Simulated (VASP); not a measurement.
# Al3InAs4 (I-42m) in VASP: single point with PBE

Aim: the single point of Al3InAs4 with PBE.

All numbers are computed with VASP 6.6.1; they aren't measurements. Logs are shortened: lines on timing, memory, paths and dates and some standing lists are left out, and cuts for length are marked.

## 1. The cell of the first run

The structure is tetragonal, space group I-42m (No. 121). Conventional cell: a = 5.837 Å, b = 5.837 Å, c = 11.657 Å, α = 90.00°, β = 90.00°, γ = 90.00°. Al (site symmetry -42m) has 4 As at 2.48 Å within 3.3 Å. Al (site symmetry -4) has 4 As at 2.49 Å within 3.3 Å. In (site symmetry -42m) has 4 As at 2.65 Å within 3.5 Å. As (site symmetry m) has 3 Al at 2.48 to 2.49 Å and 1 In at 2.65 Å within 3.3 Å.

## 2. Single point, PBE

Input file INCAR:

```
ALGO = Normal
EDIFF = 1E-6
ENCUT = 520
GGA = PE
ISIF = 2
ISMEAR = 0
LASPH = True
LCHARG = True
LELF = True
LREAL = False
LVHAR = True
LWAVE = False
NBANDS = 31
NELM = 100
PREC = Accurate
SIGMA = 0.02
```

Input file KPOINTS:

```
k-points
0
Gamma
  8 8 8
```

Input file POSCAR:

```
Al3InAs4
1.0
   -2.9186524828      2.9186524828      5.8284497531
    2.9186524828     -2.9186524828      5.8284497531
    2.9186524828      2.9186524828     -5.8284497531
Al In As
3 1 4
Direct
    0.0000000000      0.0000000000      0.0000000000
    0.2500000000      0.7500000000      0.5000000000
    0.7500000000      0.2500000000      0.5000000000
    0.5000000000      0.5000000000      0.0000000000
    0.6329415583      0.6329415583      0.5269456755
    0.1059958827      0.1059958827      0.4730543245
    0.8940041173      0.3670584417      0.0000000000
    0.3670584417      0.8940041173      0.0000000000
```

Potentials or basis: VASP PAW PBE potentials, release 64 (Al, In_d, As).

On the command line:

```console
> cat potpaw_PBE.64/Al/POTCAR potpaw_PBE.64/In_d/POTCAR potpaw_PBE.64/As/POTCAR > POTCAR
> mpirun -np 1 vasp_std > vasp.out
```

OUTCAR:

```text
EDIFF = 1E-6
   ENCUT = 520
   GGA = PE
   ISIF = 2
   ISMEAR = 0
   LASPH = True
   LREAL = False
   NELM = 100
   PREC = Accurate

 ion  position               nearest neighbor table
   1  0.000  0.000  0.000-   5 2.48   7 2.48   8 2.48   6 2.48
   2  0.250  0.750  0.500-   6 2.49   7 2.49   8 2.49   5 2.49
   3  0.750  0.250  0.500-   6 2.49   8 2.49   7 2.49   5 2.49
   4  0.500  0.500  0.000-   5 2.65   6 2.65   8 2.65   7 2.65
   5  0.633  0.633  0.527-   1 2.48   2 2.49   3 2.49   4 2.65
   6  0.106  0.106  0.473-   1 2.48   2 2.49   3 2.49   4 2.65
   7  0.894  0.367  0.000-   1 2.48   2 2.49   3 2.49   4 2.65
   8  0.367  0.894  0.000-   1 2.48   3 2.49   2 2.49   4 2.65

  LATTYP: Found a body centered tetragonal cell.
 ALAT       =     5.8373049656
 C/A-ratio  =     1.9969659929

  Lattice vectors:

 A1 = (  -2.9186524828,   2.9186524828,   5.8284497531)
 A2 = (   2.9186524828,  -2.9186524828,   5.8284497531)
 A3 = (   2.9186524828,   2.9186524828,  -5.8284497531)

Analysis of symmetry for initial positions (statically):
=====================================================================
 Subroutine PRICEL returns:
 Original cell was already a primitive cell.

 Routine SETGRP: Setting up the symmetry group for a
 body centered tetragonal supercell.

 Subroutine GETGRP returns: Found  8 space group operations
 (whereof  8 operations were pure point group operations)
 out of a pool of 16 trial point group operations.

The static configuration has the point symmetry D_2d.

Analysis of symmetry for dynamics (positions and initial velocities):
=====================================================================
 Subroutine PRICEL returns:
 Original cell was already a primitive cell.

 Routine SETGRP: Setting up the symmetry group for a
 body centered tetragonal supercell.

 Subroutine GETGRP returns: Found  8 space group operations
 (whereof  8 operations were pure point group operations)
 out of a pool of 16 trial point group operations.

The dynamic configuration has the point symmetry D_2d.

 Subroutine INISYM returns: Found  8 space group operations
 (whereof  8 operations are pure point group operations),
 and found     1 'primitive' translations

----------------------------------------------------------------------------------------

                                     Primitive cell

  volume of cell :     198.5994

  direct lattice vectors                    reciprocal lattice vectors
    -2.918652483  2.918652483  5.828449753     0.000000000  0.171311933  0.085786105
     2.918652483 -2.918652483  5.828449753     0.171311933  0.000000000  0.085786105
     2.918652483  2.918652483 -5.828449753     0.171311933  0.171311933  0.000000000

  length of vectors
     7.141980899  7.141980899  7.141980899     0.191590799  0.191590799  0.242271660

  position of ions in fractional coordinates (direct lattice)
     0.000000000  0.000000000  0.000000000
     0.250000000  0.750000000  0.500000000
     0.750000000  0.250000000  0.500000000
     0.500000000  0.500000000  0.000000000
     0.632941558  0.632941558  0.526945676
     0.105995883  0.105995883  0.473054324
     0.894004117  0.367058442  0.000000000
     0.367058442  0.894004117  0.000000000

  ion indices of the primitive-cell ions
   primitive index   ion index
                 1           1
                 2           2
                 3           3
                 4           4
                 5           5
                 6           6
                 7           7
                 8           8

----------------------------------------------------------------------------------------

 KPOINTS: k-points

Automatic generation of k-mesh.
 Grid dimensions read from file:
 generate k-points for:    8    8    8

 Generating k-lattice:

  Cartesian coordinates                     Fractional coordinates (reciprocal lattice)
     0.000000000  0.021413992  0.010723263     0.125000000  0.000000000  0.000000000
     0.021413992  0.000000000  0.010723263     0.000000000  0.125000000  0.000000000
     0.021413992  0.021413992  0.000000000     0.000000000  0.000000000  0.125000000

  Length of vectors
     0.023948850  0.023948850  0.030283957

  Shift w.r.t. Gamma in fractional coordinates (k-lattice)
     0.000000000  0.000000000  0.000000000

 Subroutine IBZKPT returns following result:
 ===========================================

 Found     59 irreducible k-points:

 Following reciprocal coordinates:
            Coordinates               Weight
  0.000000  0.000000  0.000000      1.000000
  0.125000  0.000000 -0.000000      8.000000
  0.250000  0.000000 -0.000000      8.000000
  0.375000  0.000000 -0.000000      8.000000
  0.500000  0.000000 -0.000000      4.000000
  0.125000  0.125000 -0.000000      8.000000
[... 16 lines left out ...]
  0.250000  0.125000  0.125000     16.000000
  0.375000  0.125000  0.125000      8.000000
 [... further k-points ...]
   k-points           NKPTS =     59   k-points in BZ     NKDIM =     59   number of bands    NBANDS=     31
   number of dos      NEDOS =    301   number of ions     NIONS =      8
   total plane-waves  NPLWV = 157464
   dimension x,y,z NGX =    54 NGY =   54 NGZ =   54
   dimension x,y,z NGXF=   108 NGYF=  108 NGZF=  108
   ions per type =               3   1   4
   NGX,Y,Z   is equivalent  to a cutoff of  12.57, 12.57, 12.57 a.u.
   NGXF,Y,Z  is equivalent  to a cutoff of  25.14, 25.14, 25.14 a.u.
 SYSTEM =  unknown system
   PREC   = accura    normal or accurate (medium, high low for compatibility)
   ISTART =      0    job   : 0-new  1-cont  2-samecut
   ICHARG =      2    charge: 1-file 2-atom 10-const
   ISPIN  =      1    spin polarized calculation?
   LNONCOLLINEAR =      F non collinear calculations
   LSORBIT =      F    spin-orbit coupling
   LASPH  =      T    aspherical Exc in radial PAW
   ENCUT  =  520.0 eV  38.22 Ry    6.18 a.u.  13.28 13.28 13.28*2*pi/ulx,y,z
   NELM   =    100;   NELMIN=  2; NELMDL= -5     # of ELM steps
   EDIFF  = 0.1E-05   stopping-criterion for ELM
   LREAL  =      F    real-space projection
   EDIFFG = 0.1E-04   stopping-criterion for IOM
   NSW    =      0    number of steps for IOM
   IBRION =     -1    ionic relax: 0-MD 1-quasi-New 2-CG
   NFREE  =      0    steps in history (QN), initial steepest desc. (CG)
   ISIF   =      2    stress and relaxation
   ISYM   =      2    0-nonsym 1-usesym 2-fastsym
   POTIM  = 0.5000    time-step for ionic-motion
   TEBEG  =    0.0;   TEEND  =   0.0 temperature during run
   PSTRESS=    0.0 pullay stress
   NELECT =      42.0000    total number of electrons
   NUPDOWN=      -1.0000    fix difference up-down
   EMIN   =  10.00;   EMAX   =-10.00  energy-range for DOS
   EFERMI =   0.00;   METHOD = LEGACY
   ISMEAR =     0;   SIGMA  =   0.02  broadening in eV -4-tet -1-fermi 0-gaus
   EFERMI_NEDOS =   21; number of points for ismear=-14 and -15
   IALGO  =     38    algorithm
   IMIX   =      4    mixing-type and parameters
     AMIX     =   0.40;   BMIX     =  1.00
     AMIX_MAG =   1.60;   BMIX_MAG =  1.00
  volume/ion in A,a.u.               =      24.82       167.53
  Fermi-wavevector in a.u.,A,eV,Ry     =   0.975361  1.843165 12.943614  0.951329
  Thomas-Fermi vector in A             =   2.105894
   LORBIT       =      0    0 simple, 1 ext, 2 COOP (PROOUT), +10 PAW based schemes
   GGA     = PE    functional components
   LHFCALC =     F    Hartree Fock is set to
   AEXX    =    0.0000 exact exchange contribution
   IVDW    =     0    specifies the selected vdW correction
   LEPSILON=     F    determine dielectric tensor
   LRPA    =     F    only Hartree local field effects (RPA)
 non-spin polarized calculation
 Gauss-broadening in eV      SIGMA  =   0.02
  energy-cutoff  :      520.00
  volume of cell :      198.60
 maximum number of plane-waves:      5397
 NGX is ok and might be reduce to    54
   NGX = 27   NGY = 27   NGZ = 27

 number of electron      42.0000004 magnetization

 Free energy of the ion-electron system (eV)
  ---------------------------------------------------
  ext. energy  EPLUGINS =         0.00000000
  ---------------------------------------------------
  free energy    TOTEN  =       -35.84070338 eV

  energy without entropy =      -35.84070338  energy(sigma->0) =      -35.84070338

 E-fermi :   3.8613     XC(G=0):  -8.9186

 val. band max:        3.7225368359   @ k =   0.0000   0.0000   0.0000
 cond. band min:       4.8719069777   @ k =   0.0000   0.0000   0.0000
 fundamental gap:      1.1493701417
 Fermi energy:         3.8612650432

 k-point     1 :       0.0000    0.0000    0.0000
  band No.  band energies     occupation
      1     -10.3340      2.00000
      2     -10.3311      2.00000
      3     -10.3311      2.00000
      4     -10.2214      2.00000
      5     -10.2173      2.00000
      6      -7.9091      2.00000
[... 23 lines left out ...]
     30       8.7696      0.00000
     31       8.9824      0.00000

 k-point     2 :       0.1250    0.0000   -0.0000
  band No.  band energies     occupation
      1     -10.3345      2.00000
      2     -10.3315      2.00000
      3     -10.3314      2.00000
      4     -10.2212      2.00000
      5     -10.2171      2.00000
      6      -7.8474      2.00000
[... 23 lines left out ...]
     30       8.5516      0.00000
     31       8.9879      0.00000

 k-point     3 :       0.2500    0.0000   -0.0000
  band No.  band energies     occupation
      1     -10.3356      2.00000
      2     -10.3327      2.00000
      3     -10.3321      2.00000
      4     -10.2208      2.00000
      5     -10.2167      2.00000
      6      -7.6669      2.00000
[... 703 lines left out ...]
     30       8.9246      0.00000
     31       9.4722      0.00000

 k-point    24 :       0.3750    0.1250    0.1250
  band No.  band energies     occupation
      1     -10.3399      2.00000
      2     -10.3346      2.00000
      3     -10.3338      2.00000
      4     -10.2193      2.00000
      5     -10.2160      2.00000
      6      -6.9204      2.00000
[... 23 lines left out ...]
     30       9.0622      0.00000
     31       9.3076      0.00000

 [... further k-points ...]

------------------------ aborting loop because EDIFF is reached ----------------------------------------

  FORCE on cell =-STRESS in cart. coord.  units (eV):
  Direction    XX          YY          ZZ          XY          YZ          ZX
  --------------------------------------------------------------------------------------
  -------------------------------------------------------------------------------------
  Total        0.1323433      0.1323433      0.1299539      0.0000000     -0.0000000      0.0000000
  in kB        1.0676646      1.0676646      1.0483883      0.0000000     -0.0000000      0.0000000
  external PRESSURE =       1.0612392 kB  Pullay stress =       0.0000000 kB

 VOLUME and BASIS-vectors are now :
 -----------------------------------------------------------------------------
  energy-cutoff  :      520.00
  volume of cell :      198.60
      direct lattice vectors                 reciprocal lattice vectors
    -2.918652483  2.918652483  5.828449753     0.000000000  0.171311933  0.085786105
     2.918652483 -2.918652483  5.828449753     0.171311933  0.000000000  0.085786105
     2.918652483  2.918652483 -5.828449753     0.171311933  0.171311933  0.000000000

 POSITION                                       TOTAL-FORCE (eV/Angst)
 -----------------------------------------------------------------------------------
      0.00000      0.00000      0.00000        -0.000000      0.000000      0.000000
      2.91865     -0.00000      2.91422        -0.000000     -0.000000      0.000000
     -0.00000      2.91865      2.91422        -0.000000      0.000000      0.000000
      0.00000      0.00000      5.82845        -0.000000     -0.000000      0.000000
      1.53797      1.53797      4.30686        -0.003790     -0.003790      0.004624
      1.38068      1.38068     -1.52159         0.003790      0.003790      0.004624
     -1.53797      1.53797      7.35004         0.003790     -0.003790     -0.004624
      1.53797     -1.53797      7.35004        -0.003790      0.003790     -0.004624
 -----------------------------------------------------------------------------------
    total drift:                               -0.000000     -0.000000      0.000000

  FREE ENERGIE OF THE ION-ELECTRON SYSTEM (eV)
  ---------------------------------------------------
  free  energy   TOTEN  =       -35.8407033829 eV

  energy  without entropy=      -35.8407033829  energy(sigma->0) =      -35.84070338
```

Wall time 15 min (1 thread of AMD EPYC 7R13 (Zen 3), shared host); peak memory 0.6 GiB.

What came out:

```yaml
Free_energy: -35.8407 eV
Pressure: 0.1 GPa
Largest_force: 0.007 eV/Å
Band_gap_on_the_k_mesh: 1.15 eV
```

Forces on the atoms (eV/Å):
```
Al   0.000  0.000  0.000
Al   0.000  0.000  0.000
Al   0.000  0.000  0.000
In   0.000  0.000  0.000
As  -0.004 -0.004  0.005
As   0.004  0.004  0.005
As   0.004 -0.004 -0.005
As  -0.004  0.004 -0.005
```

Caveat: spin-orbit coupling is left out, which moves the levels of the heavy elements. A k mesh can miss the band edges.
